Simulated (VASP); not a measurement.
# C (Fd-3m) in VASP: a series of runs

The runs below take C through single point, relaxation of cell and atoms, with LDA.

Program: VASP 6.6.1. These are calculated values, not measurements. Logs are shortened: lines on timing, memory, paths and dates and some standing lists are left out, and cuts for length are marked.

**1. The cell of the first run**

Symmetry: Fd-3m, No. 227, cubic system. Conventional cell: a = 3.532 Å, b = 3.532 Å, c = 3.532 Å, α = 90.00°, β = 90.00°, γ = 90.00°. Within 2.0 Å of C (site symmetry -43m) lie 4 C at 1.53 Å.

**2. Single point, LDA**

INCAR reads:

```
PREC     = Accurate       # precision mode
ENCUT    = 600            # plane-wave cutoff, eV
EDIFF    = 1E-6           # SCF threshold, eV
ISMEAR   = 0              # smearing method
SIGMA    = 0.01           # smearing width, eV
LREAL    = False          # projectors in reciprocal space
LASPH    = True           # aspherical terms in the spheres
NELM     = 120            # most SCF steps
ALGO     = Normal         # electronic algorithm
ISIF     = 2              # what is computed and relaxed
LWAVE    = False          # write WAVECAR
LCHARG   = True           # write CHGCAR
GGA      = CA             # functional
LELF     = True           # ELF
LVHAR    = True         
NBANDS   = 11             # bands
GGA_COMPAT= False
```

KPOINTS reads:

```
Automatic mesh
0
Gamma
  12 12 12
```

POSCAR reads:

```
C
1.0
    0.0000000000      1.7658688105      1.7658688105
    1.7658688105      0.0000000000      1.7658688105
    1.7658688105      1.7658688105      0.0000000000
C
2
Direct
    0.0000000000      0.0000000000      0.0000000000
    0.2500000000      0.2500000000      0.2500000000
```

Potentials or basis: VASP PAW LDA potentials, release 64 (C).

Started as:

```
$ cat potpaw_LDA.64/C/POTCAR > POTCAR
$ mpirun -np 1 vasp_std > vasp.out
```

OUTCAR:

```text
PREC = Accurate
   ENCUT = 600
   EDIFF = 1E-6
   ISMEAR = 0
   LREAL = False
   LASPH = True
   NELM = 120
   ISIF = 2
   GGA = CA

 ion  position               nearest neighbor table
   1  0.000  0.000  0.000-   2 1.53   2 1.53   2 1.53   2 1.53
   2  0.250  0.250  0.250-   1 1.53   1 1.53   1 1.53   1 1.53

  LATTYP: Found a face centered cubic cell.
 ALAT       =     3.5317376210

  Lattice vectors:

 A1 = (   0.0000000000,   1.7658688105,   1.7658688105)
 A2 = (   1.7658688105,   0.0000000000,   1.7658688105)
 A3 = (   1.7658688105,   1.7658688105,   0.0000000000)

Analysis of symmetry for initial positions (statically):
=====================================================================
 Subroutine PRICEL returns:
 Original cell was already a primitive cell.

 Routine SETGRP: Setting up the symmetry group for a
 face centered cubic supercell.

 Subroutine GETGRP returns: Found 48 space group operations
 (whereof 24 operations were pure point group operations)
 out of a pool of 48 trial point group operations.

The static configuration has the point symmetry T_d .
 The point group associated with its full space group is O_h .

Analysis of symmetry for dynamics (positions and initial velocities):
=====================================================================
 Subroutine PRICEL returns:
 Original cell was already a primitive cell.

 Routine SETGRP: Setting up the symmetry group for a
 face centered cubic supercell.

 Subroutine GETGRP returns: Found 48 space group operations
 (whereof 24 operations were pure point group operations)
 out of a pool of 48 trial point group operations.

The dynamic configuration has the point symmetry T_d .
 The point group associated with its full space group is O_h .

 Subroutine INISYM returns: Found 48 space group operations
 (whereof 24 operations are pure point group operations),
 and found     1 'primitive' translations

----------------------------------------------------------------------------------------

                                     Primitive cell

  volume of cell :      11.0130

  direct lattice vectors                    reciprocal lattice vectors
     0.000000000  1.765868810  1.765868810    -0.283146742  0.283146742  0.283146742
     1.765868810  0.000000000  1.765868810     0.283146742 -0.283146742  0.283146742
     1.765868810  1.765868810  0.000000000     0.283146742  0.283146742 -0.283146742

  length of vectors
[... 84 lines left out ...]
   EDIFFG = 0.1E-04   stopping-criterion for IOM
   NSW    =      0    number of steps for IOM
   IBRION =     -1    ionic relax: 0-MD 1-quasi-New 2-CG
   NFREE  =      0    steps in history (QN), initial steepest desc. (CG)
   ISIF   =      2    stress and relaxation
   ISYM   =      2    0-nonsym 1-usesym 2-fastsym
   POTIM  = 0.5000    time-step for ionic-motion
   TEBEG  =    0.0;   TEEND  =   0.0 temperature during run
   PSTRESS=    0.0 pullay stress
   NELECT =       8.0000    total number of electrons
   NUPDOWN=      -1.0000    fix difference up-down
   EMIN   =  10.00;   EMAX   =-10.00  energy-range for DOS
   EFERMI =   0.00;   METHOD = LEGACY
   ISMEAR =     0;   SIGMA  =   0.01  broadening in eV -4-tet -1-fermi 0-gaus
   EFERMI_NEDOS =   21; number of points for ismear=-14 and -15
   IALGO  =     38    algorithm
   IMIX   =      4    mixing-type and parameters
     AMIX     =   0.40;   BMIX     =  1.00
     AMIX_MAG =   1.60;   BMIX_MAG =  1.00
  volume/ion in A,a.u.               =       5.51        37.16
  Fermi-wavevector in a.u.,A,eV,Ry     =   1.471645  2.781006 29.466668  2.165739
  Thomas-Fermi vector in A             =   2.586756
   LORBIT       =      0    0 simple, 1 ext, 2 COOP (PROOUT), +10 PAW based schemes
   GGA     = CA    functional components
   LHFCALC =     F    Hartree Fock is set to
   AEXX    =    0.0000 exact exchange contribution
   IVDW    =     0    specifies the selected vdW correction
   LEPSILON=     F    determine dielectric tensor
   LRPA    =     F    only Hartree local field effects (RPA)
 non-spin polarized calculation
 Gauss-broadening in eV      SIGMA  =   0.01
  energy-cutoff  :      600.00
  volume of cell :       11.01
 maximum number of plane-waves:       380
   NGX =  9   NGY =  9   NGZ =  9

 number of electron       7.9999998 magnetization

 Free energy of the ion-electron system (eV)
  ---------------------------------------------------
  ext. energy  EPLUGINS =         0.00000000
  ---------------------------------------------------
  free energy    TOTEN  =       -20.25207209 eV

  energy without entropy =      -20.25207209  energy(sigma->0) =      -20.25207209

 E-fermi :  10.2275     XC(G=0): -13.6432

 val. band max:       10.1596130351   @ k =   0.0000   0.0000   0.0000
 cond. band min:      14.3570329393   @ k =   0.3333   0.3333   0.0000
 fundamental gap:      4.1974199042
 Fermi energy:        10.2274706052

 k-point     1 :       0.0000    0.0000    0.0000
  band No.  band energies     occupation
      1     -11.5564      2.00000
      2      10.1596      2.00000
      3      10.1596      2.00000
      4      10.1596      2.00000
      5      15.7858      0.00000
      6      15.7858      0.00000
      7      15.7858      0.00000
      8      24.3973      0.00000
      9      29.5566      0.00000
     10      37.1246      0.00000
     11      37.1246      0.00000
[... 309 lines left out ...]
 k-point    24 :      -0.4167    0.1667    0.0000
  band No.  band energies     occupation
      1      -5.1620      2.00000
      2      -2.6247      2.00000
      3       4.6044      2.00000
      4       6.4791      2.00000
      5      17.7560      0.00000
      6      20.4974      0.00000
      7      21.8064      0.00000
      8      25.7573      0.00000
      9      29.6622      0.00000
     10      34.5512      0.00000
     11      34.9735      0.00000

 [... further k-points ...]
[... 5 lines left out ...]
  --------------------------------------------------------------------------------------
  -------------------------------------------------------------------------------------
  Total        0.0571759      0.0571759      0.0571759     -0.0000000      0.0000000      0.0000000
  in kB        8.3179868      8.3179868      8.3179868     -0.0000000      0.0000000      0.0000000
  external PRESSURE =       8.3179868 kB  Pullay stress =       0.0000000 kB

 VOLUME and BASIS-vectors are now :
 -----------------------------------------------------------------------------
  energy-cutoff  :      600.00
  volume of cell :       11.01
      direct lattice vectors                 reciprocal lattice vectors
     0.000000000  1.765868810  1.765868810    -0.283146742  0.283146742  0.283146742
     1.765868810  0.000000000  1.765868810     0.283146742 -0.283146742  0.283146742
     1.765868810  1.765868810  0.000000000     0.283146742  0.283146742 -0.283146742

 POSITION                                       TOTAL-FORCE (eV/Angst)
 -----------------------------------------------------------------------------------
      0.00000      0.00000      0.00000         0.000000      0.000000     -0.000000
      0.88293      0.88293      0.88293        -0.000000      0.000000      0.000000
 -----------------------------------------------------------------------------------
    total drift:                                0.000000      0.000000      0.000000

  FREE ENERGIE OF THE ION-ELECTRON SYSTEM (eV)
  ---------------------------------------------------
  free  energy   TOTEN  =       -20.2520720882 eV

  energy  without entropy=      -20.2520720882  energy(sigma->0) =      -20.25207209
```

Run time: 15 s. Hardware: 1 thread of AMD EPYC 7R43 (Zen 3), shared host; peak memory 0.08 GiB.

What came out:

```yaml
Free_energy: -20.2521 eV
Pressure: 0.8 GPa
Band_gap_on_the_k_mesh: 4.20 eV, indirect (least direct gap 5.63 eV)
```

A k mesh can miss the band edges.

**3. Relaxation of cell and atoms, LDA**

This run uses another cell than the first one, of 5.67 Å³/atom, 1.030 times its volume.

INCAR reads:

```
SYSTEM = C
PREC = Accurate
ENCUT = 600
EDIFF = 1E-7
ISMEAR = 0
SIGMA = 0.1
LREAL = .FALSE.
LASPH = .TRUE.
NELM = 120
ALGO = Normal
ISIF = 3
LWAVE = .FALSE.
LCHARG = .FALSE.
GGA = CA
IBRION = 2
NSW = 100
EDIFFG = -0.05
GGA_COMPAT = .FALSE.
NELMIN = 4
```

KPOINTS reads:

```
Automatic mesh
0
G
  10 10 10
  0 0 0
```

POSCAR reads:

```
C
1.0
    0.0000000000      1.7833700000      1.7833700000
    1.7833700000      0.0000000000      1.7833700000
    1.7833700000      1.7833700000      0.0000000000
C
2
Direct
    0.0000000000      0.0000000000      0.0000000000
    0.2500000000      0.2500000000      0.2500000000
```

Potentials or basis: VASP PAW LDA potentials, release 64 (C).

Started as:

```
$ cat potpaw_LDA.64/C/POTCAR > POTCAR
$ mpirun -np 1 vasp_std > vasp.out
```

It took 12 s on 1 thread of AMD EPYC 7R43 (Zen 3), shared host; peak memory 0.07 GiB.

It converged, with:

* Free energy: -20.2538 eV
* Relaxed volume: 5.52 Å³/atom
* Relaxed cell: a = 2.499 Å, b = 2.499 Å, c = 2.499 Å, α = 60.00°, β = 60.00°, γ = 60.00°
* Space group after relaxing (to 0.05 Å): Fd-3m (No. 227)
* Energy gained by relaxing: 6.2 meV/atom
* Ionic steps: 3
* Pressure after relaxing: -0.1 GPa
* Band gap on the k mesh: 4.20 eV, indirect (least direct gap 5.62 eV)

Step by step:
```
step  energy change (eV)  largest force (eV/Å)  pressure (GPa)  volume (Å³)
   1              0.0000                0.0000          -12.37        11.34
   2              0.0089                0.0000           17.94        10.64
   3             -0.0123                0.0000           -0.11        11.03
```

Final structure:
```
CELL_PARAMETERS angstrom
0.00000 1.76696 1.76696
1.76696 0.00000 1.76696
1.76696 1.76696 0.00000
ATOMIC_POSITIONS crystal
C 0.00000 0.00000 0.00000
C 0.25000 0.25000 0.25000
```

Levels at points of the mesh, in eV from the valence-band top:
```csv
k point,band 1,band 2,band 3,band 4,band 5,band 6,band 7,band 8
"(0.00, 0.00, 0.00)",-21.69,0.00,0.00,0.00,5.62,5.62,5.62,14.19
"(0.50, 0.00, 0.00)",-15.69,-13.67,-2.86,-2.86,8.50,8.50,9.39,15.66
"(0.50, 0.50, 0.00)",-12.81,-12.81,-6.46,-6.46,4.77,4.77,17.05,17.05
```

A k mesh can miss the band edges. LDA usually gives volumes a few per cent too small.
